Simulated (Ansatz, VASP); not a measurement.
**Si3C: VASP beside Ansatz**

```
CELL_PARAMETERS angstrom
6.44849 0.00000 0.00000
-3.22425 5.58456 0.00000
0.00000 0.00000 2.79915
ATOMIC_POSITIONS crystal
Si 0.38953 0.19477 0.75000
Si 0.80523 0.19477 0.75000
Si 0.80523 0.61047 0.75000
Si 0.61047 0.80523 0.25000
Si 0.19477 0.80523 0.25000
Si 0.19477 0.38953 0.25000
C 0.66667 0.33333 0.25000
C 0.33333 0.66667 0.75000
```

Change from the starting cell: species swapped into the KSn3 type (P6_3/mmc, No. 194).

Alike in both runs: functional PBE; k mesh 3 × 3 × 4; occupations gaussian, width 0.1 eV; no spin polarisation.

Ansatz relaxed the structure, and its values are those at the end. VASP's run is a single point on that final structure, the one shown.

|  | VASP | Ansatz |
| --- | --- | --- |
| version | VASP 6.6.1 | Ansatz 0.2.0 |
| potentials or method | VASP PAW PBE potentials, release 64 (Si, C), cutoff 520 eV | scalar-relativistic, plane waves, PAW |
| valence electrons in the cell | 32 | 32 |

|  | VASP | Ansatz | Ansatz less VASP |
| --- | --- | --- | --- |
| gap on the k mesh at the Fermi level (eV) | none | none | - |
| pressure (GPa) | 0.0 | 0.1 | +0.02 |
| rms of the force components (eV/Å) | 0.005 | 0.006 | +0.0006 |

A gap of «none» marks a metal or a gap that the smearing closes. With one functional, cell and mesh, what is left measures potentials, basis and numerics.

The k mesh is coarse, so the values compare programs but aren't converged.
